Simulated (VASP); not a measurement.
# AlGa3As4 (P-43m) in VASP: electric field gradients with PBE

Aim: the electric field gradients of AlGa3As4 with PBE.

Program: VASP 6.6.1. These are calculated values, not measurements. Logs are shortened: lines on timing, memory, paths and dates and some standing lists are left out, and cuts for length are marked.

## Step 1: The cell of the first run

It takes space group P-43m (No. 215, cubic). The conventional cell has a = 5.741 Å, b = 5.741 Å, c = 5.741 Å, α = 90.00°, β = 90.00°, γ = 90.00°. Within 3.3 Å of Al (site symmetry -43m) lie 4 As at 2.48 Å. Ga (site symmetry -42m) has 4 As at 2.49 Å within 3.3 Å. Within 3.3 Å of As (site symmetry 3m) lie 1 Al at 2.48 Å and 3 Ga at 2.49 Å.

## Step 2: Electric field gradients, PBE

INCAR reads:

```
  PREC = Accurate
  ENCUT = 520
  EDIFF = 1E-8
  ISMEAR = 0
  SIGMA = 0.01
  LREAL = False
  LASPH = True
  NELM = 100
  ALGO = Normal
  ISIF = 2
  LWAVE = False
  LCHARG = False
  GGA = PE
  LEFG = True
  NBANDS = 41
```

KPOINTS reads:

```
regular mesh
0
Gamma
  6 6 6
```

POSCAR reads:

```
AlGa3As4
1.0
    5.7413434893      0.0000000000      0.0000000000
    0.0000000000      5.7413434893      0.0000000000
    0.0000000000      0.0000000000      5.7413434893
Al Ga As
1 3 4
Direct
    0.0000000000      0.0000000000      0.0000000000
    0.5000000000      0.5000000000      0.0000000000
    0.5000000000      0.0000000000      0.5000000000
    0.0000000000      0.5000000000      0.5000000000
    0.7506851561      0.7506851561      0.2493148439
    0.7506851561      0.2493148439      0.7506851561
    0.2493148439      0.7506851561      0.7506851561
    0.2493148439      0.2493148439      0.2493148439
```

Potentials or basis: VASP PAW PBE potentials, release 64 (Al, Ga_d, As).

The run is started by

```console
cat potpaw_PBE.64/Al/POTCAR potpaw_PBE.64/Ga_d/POTCAR potpaw_PBE.64/As/POTCAR > POTCAR
mpirun -np 1 vasp_std > vasp.out
```

OUTCAR:

```text
PREC = Accurate
   ENCUT = 520
   EDIFF = 1E-8
   ISMEAR = 0
   LREAL = False
   LASPH = True
   NELM = 100
   ISIF = 2
   GGA = PE

 ion  position               nearest neighbor table
   1  0.000  0.000  0.000-   5 2.48   6 2.48   7 2.48   8 2.48
   2  0.500  0.500  0.000-   5 2.49   6 2.49   7 2.49   8 2.49
   3  0.500  0.000  0.500-   5 2.49   6 2.49   7 2.49   8 2.49
   4  0.000  0.500  0.500-   5 2.49   6 2.49   7 2.49   8 2.49
   5  0.751  0.751  0.249-   1 2.48   2 2.49   3 2.49   4 2.49
   6  0.751  0.249  0.751-   1 2.48   2 2.49   3 2.49   4 2.49
   7  0.249  0.751  0.751-   1 2.48   2 2.49   3 2.49   4 2.49
   8  0.249  0.249  0.249-   1 2.48   2 2.49   3 2.49   4 2.49

  LATTYP: Found a simple cubic cell.
 ALAT       =     5.7413434893

  Lattice vectors:

 A1 = (   5.7413434893,   0.0000000000,   0.0000000000)
 A2 = (   0.0000000000,   5.7413434893,   0.0000000000)
 A3 = (   0.0000000000,   0.0000000000,   5.7413434893)

Analysis of symmetry for initial positions (statically):
=====================================================================
 Subroutine PRICEL returns:
 Original cell was already a primitive cell.

 Routine SETGRP: Setting up the symmetry group for a
 simple cubic supercell.

 Subroutine GETGRP returns: Found 24 space group operations
 (whereof 24 operations were pure point group operations)
 out of a pool of 48 trial point group operations.

The static configuration has the point symmetry T_d .

Analysis of symmetry for dynamics (positions and initial velocities):
=====================================================================
 Subroutine PRICEL returns:
 Original cell was already a primitive cell.

 Routine SETGRP: Setting up the symmetry group for a
 simple cubic supercell.

 Subroutine GETGRP returns: Found 24 space group operations
 (whereof 24 operations were pure point group operations)
 out of a pool of 48 trial point group operations.

The dynamic configuration has the point symmetry T_d .

 Subroutine INISYM returns: Found 24 space group operations
 (whereof 24 operations are pure point group operations),
 and found     1 'primitive' translations

----------------------------------------------------------------------------------------

                                     Primitive cell

  volume of cell :     189.2520

  direct lattice vectors                    reciprocal lattice vectors
     5.741343489  0.000000000  0.000000000     0.174175261  0.000000000  0.000000000
     0.000000000  5.741343489  0.000000000     0.000000000  0.174175261  0.000000000
     0.000000000  0.000000000  5.741343489     0.000000000  0.000000000  0.174175261

  length of vectors
     5.741343489  5.741343489  5.741343489     0.174175261  0.174175261  0.174175261

  position of ions in fractional coordinates (direct lattice)
     0.000000000  0.000000000  0.000000000
     0.500000000  0.500000000  0.000000000
     0.500000000  0.000000000  0.500000000
     0.000000000  0.500000000  0.500000000
     0.750685156  0.750685156  0.249314844
     0.750685156  0.249314844  0.750685156
     0.249314844  0.750685156  0.750685156
     0.249314844  0.249314844  0.249314844

  ion indices of the primitive-cell ions
   primitive index   ion index
                 1           1
                 2           2
                 3           3
                 4           4
                 5           5
                 6           6
                 7           7
                 8           8

----------------------------------------------------------------------------------------

 KPOINTS: regular mesh

Automatic generation of k-mesh.
 Grid dimensions read from file:
 generate k-points for:    6    6    6

 Generating k-lattice:

  Cartesian coordinates                     Fractional coordinates (reciprocal lattice)
     0.029029210  0.000000000  0.000000000     0.166666667  0.000000000  0.000000000
     0.000000000  0.029029210  0.000000000     0.000000000  0.166666667  0.000000000
     0.000000000  0.000000000  0.029029210     0.000000000  0.000000000  0.166666667

  Length of vectors
     0.029029210  0.029029210  0.029029210

  Shift w.r.t. Gamma in fractional coordinates (k-lattice)
     0.000000000  0.000000000  0.000000000

 Subroutine IBZKPT returns following result:
 ===========================================

 Found     20 irreducible k-points:

 Following reciprocal coordinates:
            Coordinates               Weight
  0.000000  0.000000  0.000000      1.000000
  0.166667  0.000000  0.000000      6.000000
  0.333333  0.000000  0.000000      6.000000
  0.500000  0.000000  0.000000      3.000000
  0.166667  0.166667  0.000000     12.000000
  0.333333  0.166667  0.000000     24.000000
[... 12 lines left out ...]
  0.500000  0.500000  0.333333      6.000000
  0.500000  0.500000  0.500000      1.000000
   k-points           NKPTS =     20   k-points in BZ     NKDIM =     20   number of bands    NBANDS=     41
   number of dos      NEDOS =    301   number of ions     NIONS =      8
   total plane-waves  NPLWV = 110592
   dimension x,y,z NGX =    48 NGY =   48 NGZ =   48
   dimension x,y,z NGXF=    96 NGYF=   96 NGZF=   96
   ions per type =               1   3   4
   NGX,Y,Z   is equivalent  to a cutoff of  13.90, 13.90, 13.90 a.u.
   NGXF,Y,Z  is equivalent  to a cutoff of  27.80, 27.80, 27.80 a.u.
 SYSTEM =  unknown system
   PREC   = accura    normal or accurate (medium, high low for compatibility)
   ISTART =      0    job   : 0-new  1-cont  2-samecut
   ICHARG =      2    charge: 1-file 2-atom 10-const
   ISPIN  =      1    spin polarized calculation?
   LNONCOLLINEAR =      F non collinear calculations
   LSORBIT =      F    spin-orbit coupling
   LASPH  =      T    aspherical Exc in radial PAW
   ENCUT  =  520.0 eV  38.22 Ry    6.18 a.u.  10.68 10.68 10.68*2*pi/ulx,y,z
   NELM   =    100;   NELMIN=  2; NELMDL= -5     # of ELM steps
   EDIFF  = 0.1E-07   stopping-criterion for ELM
   LREAL  =      F    real-space projection
   EDIFFG = 0.1E-06   stopping-criterion for IOM
   NSW    =      0    number of steps for IOM
   IBRION =     -1    ionic relax: 0-MD 1-quasi-New 2-CG
   NFREE  =      0    steps in history (QN), initial steepest desc. (CG)
   ISIF   =      2    stress and relaxation
   ISYM   =      2    0-nonsym 1-usesym 2-fastsym
   POTIM  = 0.5000    time-step for ionic-motion
   TEBEG  =    0.0;   TEEND  =   0.0 temperature during run
   PSTRESS=    0.0 pullay stress
   NELECT =      62.0000    total number of electrons
   NUPDOWN=      -1.0000    fix difference up-down
   EMIN   =  10.00;   EMAX   =-10.00  energy-range for DOS
   EFERMI =   0.00;   METHOD = LEGACY
   ISMEAR =     0;   SIGMA  =   0.01  broadening in eV -4-tet -1-fermi 0-gaus
   EFERMI_NEDOS =   21; number of points for ismear=-14 and -15
   IALGO  =     38    algorithm
   IMIX   =      4    mixing-type and parameters
     AMIX     =   0.40;   BMIX     =  1.00
     AMIX_MAG =   1.60;   BMIX_MAG =  1.00
  volume/ion in A,a.u.               =      23.66       159.64
  Fermi-wavevector in a.u.,A,eV,Ry     =   1.128561  2.132672 17.329072  1.273651
  Thomas-Fermi vector in A             =   2.265252
   LORBIT       =      0    0 simple, 1 ext, 2 COOP (PROOUT), +10 PAW based schemes
   GGA     = PE    functional components
   LHFCALC =     F    Hartree Fock is set to
   AEXX    =    0.0000 exact exchange contribution
   IVDW    =     0    specifies the selected vdW correction
   LEPSILON=     F    determine dielectric tensor
   LRPA    =     F    only Hartree local field effects (RPA)
 non-spin polarized calculation
 Gauss-broadening in eV      SIGMA  =   0.01
  energy-cutoff  :      520.00
  volume of cell :      189.25
 maximum number of plane-waves:      5125
 NGX is ok and might be reduce to    48
   NGX = 21   NGY = 21   NGZ = 21

 number of electron      62.0000051 magnetization

 Free energy of the ion-electron system (eV)
  ---------------------------------------------------
  ext. energy  EPLUGINS =         0.00000000
  ---------------------------------------------------
  free energy    TOTEN  =       -34.19460432 eV

  energy without entropy =      -34.19460432  energy(sigma->0) =      -34.19460432

 E-fermi :   3.5612     XC(G=0):  -9.2566

 val. band max:        3.4999312316   @ k =   0.0000   0.0000   0.0000
 cond. band min:       4.0424039463   @ k =   0.0000   0.0000   0.0000
 fundamental gap:      0.5424727147
 Fermi energy:         3.5612300276

 k-point     1 :       0.0000    0.0000    0.0000
  band No.  band energies     occupation
      1     -11.1897      2.00000
      2     -11.1897      2.00000
      3     -11.1897      2.00000
      4     -11.1111      2.00000
      5     -11.1111      2.00000
      6     -11.1111      2.00000
[... 33 lines left out ...]
     40       7.3520      0.00000
     41       7.3520      0.00000

 k-point     2 :       0.1667    0.0000    0.0000
  band No.  band energies     occupation
      1     -11.1878      2.00000
      2     -11.1878      2.00000
      3     -11.1870      2.00000
      4     -11.1158      2.00000
      5     -11.1106      2.00000
      6     -11.1106      2.00000
[... 781 lines left out ...]
     40       8.1161      0.00000
     41       8.3842      0.00000

 k-point    20 :       0.5000    0.5000    0.5000
  band No.  band energies     occupation
      1     -11.1892      2.00000
      2     -11.1617      2.00000
      3     -11.1617      2.00000
      4     -11.1617      2.00000
      5     -11.1089      2.00000
      6     -11.1089      2.00000
[... 33 lines left out ...]
     40       8.1775      0.00000
     41       8.2370      0.00000

------------------------ aborting loop because EDIFF is reached ----------------------------------------

  FORCE on cell =-STRESS in cart. coord.  units (eV):
  Direction    XX          YY          ZZ          XY          YZ          ZX
  --------------------------------------------------------------------------------------
  -------------------------------------------------------------------------------------
  Total        0.1958073      0.1958073      0.1958073      0.0000000      0.0000000     -0.0000000
  in kB        1.6576729      1.6576729      1.6576729      0.0000000      0.0000000     -0.0000000
  external PRESSURE =       1.6576729 kB  Pullay stress =       0.0000000 kB

 VOLUME and BASIS-vectors are now :
 -----------------------------------------------------------------------------
  energy-cutoff  :      520.00
  volume of cell :      189.25
      direct lattice vectors                 reciprocal lattice vectors
     5.741343489  0.000000000  0.000000000     0.174175261  0.000000000  0.000000000
     0.000000000  5.741343489  0.000000000     0.000000000  0.174175261  0.000000000
     0.000000000  0.000000000  5.741343489     0.000000000  0.000000000  0.174175261

 POSITION                                       TOTAL-FORCE (eV/Angst)
 -----------------------------------------------------------------------------------
      0.00000      0.00000      0.00000        -0.000000      0.000000      0.000000
      2.87067      2.87067      0.00000        -0.000000     -0.000000      0.000000
      2.87067      0.00000      2.87067         0.000000     -0.000000      0.000000
      0.00000      2.87067      2.87067         0.000000      0.000000      0.000000
      4.30994      4.30994      1.43140         0.001497      0.001497     -0.001497
      4.30994      1.43140      4.30994         0.001497     -0.001497      0.001497
      1.43140      4.30994      4.30994        -0.001497      0.001497      0.001497
      1.43140      1.43140      1.43140        -0.001497     -0.001497     -0.001497
 -----------------------------------------------------------------------------------
    total drift:                                0.000000      0.000000     -0.000000

  FREE ENERGIE OF THE ION-ELECTRON SYSTEM (eV)
  ---------------------------------------------------
  free  energy   TOTEN  =       -34.1946043156 eV

  energy  without entropy=      -34.1946043156  energy(sigma->0) =      -34.19460432

 Electric field gradients (V/A^2)
---------------------------------------------------------------------
 ion       V_xx      V_yy      V_zz      V_xy      V_xz      V_yz
---------------------------------------------------------------------
   1      -0.000     0.000    -0.000     0.000    -0.000     0.000
   2      -0.741    -0.741     1.482     0.000     0.000    -0.000
   3      -0.741     1.482    -0.741     0.000     0.000    -0.000
   4       1.482    -0.741    -0.741     0.000    -0.000    -0.000
   5       0.000     0.000     0.000   -21.749    21.749    21.749
   6       0.000    -0.000     0.000    21.749   -21.749    21.749
   7       0.000    -0.000     0.000    21.749    21.749   -21.749
   8       0.000    -0.000     0.000   -21.749   -21.749   -21.749
---------------------------------------------------------------------

 Electric field gradients after diagonalization (V/A^2)
 (convention: |V_zz| > |V_xx| > |V_yy|)
----------------------------------------------------------------------
 ion       V_xx      V_yy      V_zz     asymmetry (V_yy - V_xx)/ V_zz
----------------------------------------------------------------------
   1      -0.000    -0.000     0.000       0.097
   2      -0.741    -0.741     1.482       0.000
   3      -0.741    -0.741     1.482       0.000
   4      -0.741    -0.741     1.482       0.000
   5      21.749    21.749   -43.499       0.000
   6      21.749    21.749   -43.499       0.000
   7      21.749    21.749   -43.499       0.000
   8      21.749    21.749   -43.499       0.000
----------------------------------------------------------------------

           NMR quadrupolar parameters

 Cq : quadrupolar parameter    Cq=e*Q*V_zz/h
 eta: asymmetry parameters     (V_yy - V_xx)/ V_zz
 Q  : nuclear electric quadrupole moment in mb (millibarn)
----------------------------------------------------------------------
 ion       Cq(MHz)       eta       Q (mb)
----------------------------------------------------------------------
   1       0.000       0.097       1.000
   2       0.004       0.000       1.000
   3       0.004       0.000       1.000
   4       0.004       0.000       1.000
   5      -0.105       0.000       1.000
   6      -0.105       0.000       1.000
   7      -0.105       0.000       1.000
   8      -0.105       0.000       1.000
----------------------------------------------------------------------
```

Run time: 2.5 min. Hardware: 1 thread of Intel Xeon Platinum 8375C at 2.90GHz (Ice Lake), shared host; peak memory 0.41 GiB.

What came out:

| Quantity | Value |
| --- | --- |
| Free energy | -34.1946 eV |
| Pressure | 0.2 GPa |
| Band gap on the k mesh | 0.54 eV, direct |

Forces on the atoms (eV/Å):
```
Al   0.000  0.000  0.000
Ga   0.000  0.000  0.000
Ga   0.000  0.000  0.000
Ga   0.000  0.000  0.000
As   0.001  0.001 -0.001
As   0.001 -0.001  0.001
As  -0.001  0.001  0.001
As  -0.001 -0.001 -0.001
```

Electric field gradients, principal values (V/Å²):
| atom | least | middle | greatest (by size) |
| --- | --- | --- | --- |
| 1 Al | 0.000 | 0.000 | 0.000 |
| 2 Ga | -0.741 | -0.741 | 1.482 |
| 3 Ga | -0.741 | -0.741 | 1.482 |
| 4 Ga | -0.741 | -0.741 | 1.482 |
| 5 As | 21.749 | 21.749 | -43.499 |
| 6 As | 21.749 | 21.749 | -43.499 |
| 7 As | 21.749 | 21.749 | -43.499 |
| 8 As | 21.749 | 21.749 | -43.499 |

Caveat: without QUAD_EFG the Cq values of the log hold for a quadrupole moment of 1 mb, not for the nuclei. A k mesh can miss the band edges.
